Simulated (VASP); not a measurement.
# FeO (Fm-3m) in VASP: single point with PBE+U

Aim: the single point of FeO with PBE+U.

Program: VASP 6.6.1. These are calculated values, not measurements. Logs are shortened: lines on timing, memory, paths and dates and some standing lists are left out, and cuts for length are marked.

## (1) The cell of the first run

The structure is cubic, space group Fm-3m (No. 225). Conventional cell: a = 4.428 Å, b = 4.428 Å, c = 4.428 Å, α = 90.00°, β = 90.00°, γ = 90.00°. Within 2.9 Å of Fe (site symmetry m-3m) lie 6 O at 2.21 Å. Within 2.9 Å of O (site symmetry m-3m) lie 6 Fe at 2.21 Å.

## (2) Single point, PBE+U, collinear spin, ferromagnetic start

File INCAR:

```
PREC = Accurate
ENCUT = 600
EDIFF = 1E-6
ISMEAR = -1
SIGMA = 0.0838
LREAL = F
LASPH = T
NELM = 200
ALGO = Normal
ISIF = 2
LWAVE = F
LCHARG = F
ISPIN = 2
MAGMOM = 4 4 0 0
LORBIT = 11
LMAXMIX = 4
LDAU = T
LDAUTYPE = 2
LDAUL = 2 -1
LDAUU = 3.75 0
LDAUJ = 0 0
LDAUPRINT = 1
GGA = PE
NBANDS = 26
ISYM = 0
GGA_COMPAT = F
```

File KPOINTS:

```
Automatic mesh
0
Gamma
  7 7 7
```

File POSCAR:

```
FeO
1.0
    4.4276152500      2.2138076300      2.2138076300
    2.2138076300      4.4276152500      2.2138076300
    2.2138076300      2.2138076300      4.4276152500
Fe O
2 2
Direct
    0.0000000000      0.0000000000      0.0000000000
    0.5000000000      0.5000000000      0.5000000000
    0.2500000000      0.2500000000      0.2500000000
    0.7500000000      0.7500000000      0.7500000000
```

Potentials or basis: VASP PAW PBE potentials, release 64 (Fe, O).

Launch:

```sh
> cat potpaw_PBE.64/Fe/POTCAR potpaw_PBE.64/O/POTCAR > POTCAR
> mpirun -np 1 vasp_std > vasp.out
```

OUTCAR:

```text
PREC = Accurate
   ENCUT = 600
   EDIFF = 1E-6
   ISMEAR = -1
   LREAL = F
   LASPH = T
   NELM = 200
   ISIF = 2
   ISPIN = 2
   LORBIT = 11
   GGA = PE
   ISYM = 0

 ion  position               nearest neighbor table
   1  0.000  0.000  0.000-   4 2.21   4 2.21   4 2.21   3 2.21   3 2.21   3 2.21
   2  0.500  0.500  0.500-   3 2.21   3 2.21   3 2.21   4 2.21   4 2.21   4 2.21
   3  0.250  0.250  0.250-   1 2.21   1 2.21   1 2.21   2 2.21   2 2.21   2 2.21
   4  0.750  0.750  0.750-   2 2.21   2 2.21   2 2.21   1 2.21   1 2.21   1 2.21

IMPORTANT INFORMATION: All symmetrisations will be switched off!
NOSYMM: (Re-)initialisation of all symmetry stuff for point group C_1.

----------------------------------------------------------------------------------------

                                     Primitive cell

  volume of cell :      43.3990

  direct lattice vectors                    reciprocal lattice vectors
     4.427615250  2.213807630  2.213807630     0.338782825 -0.112927609 -0.112927609
     2.213807630  4.427615250  2.213807630    -0.112927609  0.338782825 -0.112927609
     2.213807630  2.213807630  4.427615250    -0.112927609 -0.112927609  0.338782825

  length of vectors
     5.422699074  5.422699074  5.422699074     0.374538506  0.374538506  0.374538506

  position of ions in fractional coordinates (direct lattice)
     0.000000000  0.000000000  0.000000000
     0.500000000  0.500000000  0.500000000
     0.250000000  0.250000000  0.250000000
     0.750000000  0.750000000  0.750000000

  ion indices of the primitive-cell ions
   primitive index   ion index
                 1           1
                 2           2
                 3           3
                 4           4

----------------------------------------------------------------------------------------

 KPOINTS: Automatic mesh

Automatic generation of k-mesh.
 Grid dimensions read from file:
 generate k-points for:    7    7    7

 Generating k-lattice:

  Cartesian coordinates                     Fractional coordinates (reciprocal lattice)
     0.048397546 -0.016132516 -0.016132516     0.142857143 -0.000000000 -0.000000000
    -0.016132516  0.048397546 -0.016132516    -0.000000000  0.142857143 -0.000000000
    -0.016132516 -0.016132516  0.048397546    -0.000000000 -0.000000000  0.142857143

  Length of vectors
     0.053505501  0.053505501  0.053505501

  Shift w.r.t. Gamma in fractional coordinates (k-lattice)
     0.000000000  0.000000000  0.000000000

 Subroutine IBZKPT returns following result:
 ===========================================

 Found    172 irreducible k-points:

 Following reciprocal coordinates:
            Coordinates               Weight
  0.000000  0.000000  0.000000      1.000000
  0.142857 -0.000000 -0.000000      2.000000
 -0.000000  0.142857 -0.000000      2.000000
  0.000000  0.000000  0.142857      2.000000
  0.285714 -0.000000 -0.000000      2.000000
 -0.000000  0.285714 -0.000000      2.000000
[... 16 lines left out ...]
 -0.142857 -0.428571  0.000000      2.000000
  0.142857 -0.000000  0.428571      2.000000
 [... further k-points ...]
   k-points           NKPTS =    172   k-points in BZ     NKDIM =    172   number of bands    NBANDS=     26
[... 74 lines left out ...]
 -0.0001  0.3119 -0.0001 -0.0003  0.0003
  0.0003 -0.0001  0.1005 -0.0001  0.0000
 -0.0001 -0.0003 -0.0001  0.3119 -0.0003
  0.0000  0.0003  0.0000 -0.0003  0.1005

 occupancies and eigenvectors

  o =  0.1005  v =  0.0000  0.0000  0.0000  0.0000  0.0000  0.0004 -0.0014 -0.2801  0.0010  0.9600      0.0000  0.0000  0.0000  0.0000  0.0000  0.0000  0.0000  0.0000  0.0000  0.0000
  o =  0.1005  v =  0.0000  0.0000  0.0000  0.0000  0.0000 -0.0012  0.0003  0.9600  0.0010  0.2801      0.0000  0.0000  0.0000  0.0000  0.0000  0.0000  0.0000  0.0000  0.0000  0.0000
  o =  0.3116  v =  0.0000  0.0000  0.0000  0.0000  0.0000 -0.3280 -0.6458  0.0005 -0.6895  0.0001      0.0000  0.0000  0.0000  0.0000  0.0000  0.0000  0.0000  0.0000  0.0000  0.0000
  o =  0.3120  v =  0.0000  0.0000  0.0000  0.0000  0.0000  0.9422 -0.2768  0.0015 -0.1890 -0.0001      0.0000  0.0000  0.0000  0.0000  0.0000  0.0000  0.0000  0.0000  0.0000  0.0000
  o =  0.3122  v =  0.0000  0.0000  0.0000  0.0000  0.0000  0.0688  0.7116  0.0001 -0.6992  0.0018      0.0000  0.0000  0.0000  0.0000  0.0000  0.0000  0.0000  0.0000  0.0000  0.0000
  o =  0.9648  v =  0.9376 -0.2955 -0.0007 -0.1835  0.0000  0.0000  0.0000  0.0000  0.0000  0.0000      0.0000  0.0000  0.0000  0.0000  0.0000  0.0000  0.0000  0.0000  0.0000  0.0000
  o =  0.9650  v = -0.3419 -0.6858  0.0001 -0.6425  0.0001  0.0000  0.0000  0.0000  0.0000  0.0000      0.0000  0.0000  0.0000  0.0000  0.0000  0.0000  0.0000  0.0000  0.0000  0.0000
  o =  0.9652  v =  0.0640  0.6651  0.0000 -0.7440 -0.0003  0.0000  0.0000  0.0000  0.0000  0.0000      0.0000  0.0000  0.0000  0.0000  0.0000  0.0000  0.0000  0.0000  0.0000  0.0000
  o =  1.0037  v =  0.0000 -0.0003  0.0360  0.0001 -0.9994  0.0000  0.0000  0.0000  0.0000  0.0000      0.0000  0.0000  0.0000  0.0000  0.0000  0.0000  0.0000  0.0000  0.0000  0.0000
  o =  1.0037  v = -0.0007  0.0002 -0.9994  0.0000 -0.0360  0.0000  0.0000  0.0000  0.0000  0.0000      0.0000  0.0000  0.0000  0.0000  0.0000  0.0000  0.0000  0.0000  0.0000  0.0000

atom =   2  type =  1  l = 2

 onsite density matrix

spin component  1

  0.9651  0.0001  0.0000  0.0001  0.0000
  0.0001  0.9650 -0.0000 -0.0000  0.0000
  0.0000 -0.0000  1.0037 -0.0000 -0.0000
  0.0001 -0.0000 -0.0000  0.9649 -0.0000
  0.0000  0.0000 -0.0000 -0.0000  1.0037

spin component  2

  0.3115 -0.0002  0.0003 -0.0002  0.0000
 -0.0002  0.3120 -0.0001 -0.0004  0.0003
  0.0003 -0.0001  0.1005 -0.0001  0.0000
 -0.0002 -0.0004 -0.0001  0.3123 -0.0003
  0.0000  0.0003  0.0000 -0.0003  0.1005

 occupancies and eigenvectors

  o =  0.1005  v =  0.0000  0.0000  0.0000  0.0000  0.0000  0.0007 -0.0014 -0.5258  0.0007  0.8506      0.0000  0.0000  0.0000  0.0000  0.0000  0.0000  0.0000  0.0000  0.0000  0.0000
  o =  0.1005  v =  0.0000  0.0000  0.0000  0.0000  0.0000 -0.0011 -0.0001  0.8506  0.0012  0.5258      0.0000  0.0000  0.0000  0.0000  0.0000  0.0000  0.0000  0.0000  0.0000  0.0000
  o =  0.3113  v =  0.0000  0.0000  0.0000  0.0000  0.0000 -0.8489 -0.3984 -0.0006 -0.3474 -0.0001      0.0000  0.0000  0.0000  0.0000  0.0000  0.0000  0.0000  0.0000  0.0000  0.0000
  o =  0.3119  v =  0.0000  0.0000  0.0000  0.0000  0.0000  0.5202 -0.7465  0.0014 -0.4149 -0.0004      0.0000  0.0000  0.0000  0.0000  0.0000  0.0000  0.0000  0.0000  0.0000  0.0000
  o =  0.3126  v =  0.0000  0.0000  0.0000  0.0000  0.0000  0.0940  0.5330  0.0003 -0.8409  0.0018      0.0000  0.0000  0.0000  0.0000  0.0000  0.0000  0.0000  0.0000  0.0000  0.0000
  o =  0.9648  v =  0.4937 -0.3775 -0.0007 -0.7834 -0.0001  0.0000  0.0000  0.0000  0.0000  0.0000      0.0000  0.0000  0.0000  0.0000  0.0000  0.0000  0.0000  0.0000  0.0000  0.0000
  o =  0.9650  v = -0.4089  0.6943  0.0004 -0.5923 -0.0006  0.0000  0.0000  0.0000  0.0000  0.0000      0.0000  0.0000  0.0000  0.0000  0.0000  0.0000  0.0000  0.0000  0.0000  0.0000
  o =  0.9652  v = -0.7675 -0.6127  0.0003 -0.1884  0.0003  0.0000  0.0000  0.0000  0.0000  0.0000      0.0000  0.0000  0.0000  0.0000  0.0000  0.0000  0.0000  0.0000  0.0000  0.0000
  o =  1.0037  v = -0.0001 -0.0005 -0.1003  0.0004 -0.9950  0.0000  0.0000  0.0000  0.0000  0.0000      0.0000  0.0000  0.0000  0.0000  0.0000  0.0000  0.0000  0.0000  0.0000  0.0000
  o =  1.0037  v =  0.0007 -0.0004  0.9950 -0.0002 -0.1003  0.0000  0.0000  0.0000  0.0000  0.0000      0.0000  0.0000  0.0000  0.0000  0.0000  0.0000  0.0000  0.0000  0.0000  0.0000

 number of electron      27.9999999 magnetization       8.0174042

 Free energy of the ion-electron system (eV)
  ---------------------------------------------------
  ext. energy  EPLUGINS =         0.00000000
  ---------------------------------------------------
  free energy    TOTEN  =       -26.04406929 eV

  energy without entropy =      -25.97485670  energy(sigma->0) =      -26.00946300

 E-fermi :   5.8037     XC(G=0): -11.7159

 val. band max:        5.7871397413   @ k =  -0.1429  -0.2857   0.0000
 cond. band min:       5.8071189391   @ k =   0.1429  -0.0000   0.4286
 fundamental gap:      0.0199791978
 Fermi energy:         5.8036701756

 spin component 1

 k-point     1 :       0.0000    0.0000    0.0000
  band No.  band energies     occupation
      1     -14.5208      1.00000
      2     -13.5140      1.00000
      3      -3.0541      1.00000
      4      -2.0122      1.00000
      5      -2.0119      1.00000
      6      -0.4317      1.00000
[... 1385 lines left out ...]
     25      18.4063      0.00000
     26      19.7077      0.00000

 [... further k-points ...]

------------------------ aborting loop because EDIFF is reached ----------------------------------------

  FORCE on cell =-STRESS in cart. coord.  units (eV):
  Direction    XX          YY          ZZ          XY          YZ          ZX
  --------------------------------------------------------------------------------------
  -------------------------------------------------------------------------------------
  Total       -3.3588856     -3.3575078     -3.3553406     -0.0043312     -0.0039345     -0.0037391
  in kB     -124.0012809   -123.9504164   -123.8704096     -0.1598979     -0.1452500     -0.1380390
  external PRESSURE =    -123.9407023 kB  Pullay stress =       0.0000000 kB

 VOLUME and BASIS-vectors are now :
 -----------------------------------------------------------------------------
  energy-cutoff  :      600.00
  volume of cell :       43.40
      direct lattice vectors                 reciprocal lattice vectors
     4.427615250  2.213807630  2.213807630     0.338782825 -0.112927609 -0.112927609
     2.213807630  4.427615250  2.213807630    -0.112927609  0.338782825 -0.112927609
     2.213807630  2.213807630  4.427615250    -0.112927609 -0.112927609  0.338782825

 POSITION                                       TOTAL-FORCE (eV/Angst)
 -----------------------------------------------------------------------------------
      0.00000      0.00000      0.00000         0.000001     -0.000000     -0.000000
      4.42762      4.42762      4.42762        -0.000000      0.000000      0.000000
      2.21381      2.21381      2.21381         0.000096     -0.000202      0.000591
      6.64142      6.64142      6.64142        -0.000097      0.000202     -0.000591
 -----------------------------------------------------------------------------------
    total drift:                               -0.000001      0.000002      0.000001

  FREE ENERGIE OF THE ION-ELECTRON SYSTEM (eV)
  ---------------------------------------------------
  free  energy   TOTEN  =       -26.0440692901 eV

  energy  without entropy=      -25.9748567031  energy(sigma->0) =      -26.00946300

 total charge

# of ion       s       p       d       tot
------------------------------------------
    1        0.274   0.316   6.019   6.609
    2        0.274   0.316   6.019   6.609
    3        1.551   3.418   0.000   4.969
    4        1.551   3.418   0.000   4.969
--------------------------------------------------
tot          3.649   7.468  12.039  23.156

 magnetization (x)

# of ion       s       p       d       tot
------------------------------------------
    1        0.027   0.019   3.762   3.808
    2        0.027   0.019   3.762   3.808
    3        0.021   0.178   0.000   0.199
    4        0.021   0.178   0.000   0.199
--------------------------------------------------
tot          0.096   0.394   7.524   8.014
```

Run time: 53 min. Hardware: 1 thread of Intel Xeon 8259CL, shared host; peak memory 0.64 GiB.

Results:

* Free energy: -26.0441 eV
* Pressure: -12.4 GPa
* Band gap on the k mesh: zero (filled and empty bands overlap)
* Net moment: 8.02 μB per cell
* Site moments: Fe +3.81; O +0.20 μB
* Valence electrons inside the program's atomic spheres: Fe 6.61; O 4.97

Levels at points of the mesh, in eV from the Fermi level:
Spin up:
| k point | band 16 | band 17 | band 18 | band 19 | band 20 | band 21 |
| --- | --- | --- | --- | --- | --- | --- |
| (0.00, 0.00, 0.00) | -3.73 | -1.85 | -1.85 | -0.69 | 3.50 | 7.32 |
Spin down:
```csv
k point,band 6,band 7,band 8,band 9,band 10,band 11,band 12,band 13,band 14,band 15
"(0.00, 0.00, 0.00)",-3.36,-3.36,-3.36,-0.61,-0.61,-0.61,0.01,0.39,0.39,0.50
```

Eigenvalues of the final occupation matrices:
```csv
site,spin,trace,eigenvalues
site 1 d,1,4.90,0.96 0.97 0.97 1.00 1.00
site 1 d,2,1.14,0.10 0.10 0.31 0.31 0.31
site 2 d,1,4.90,0.96 0.96 0.97 1.00 1.00
site 2 d,2,1.14,0.10 0.10 0.31 0.31 0.31
```

Caveat: the cell stands under tension; only a ferromagnetic start was run, and an antiferromagnetic order may lie lower in energy.
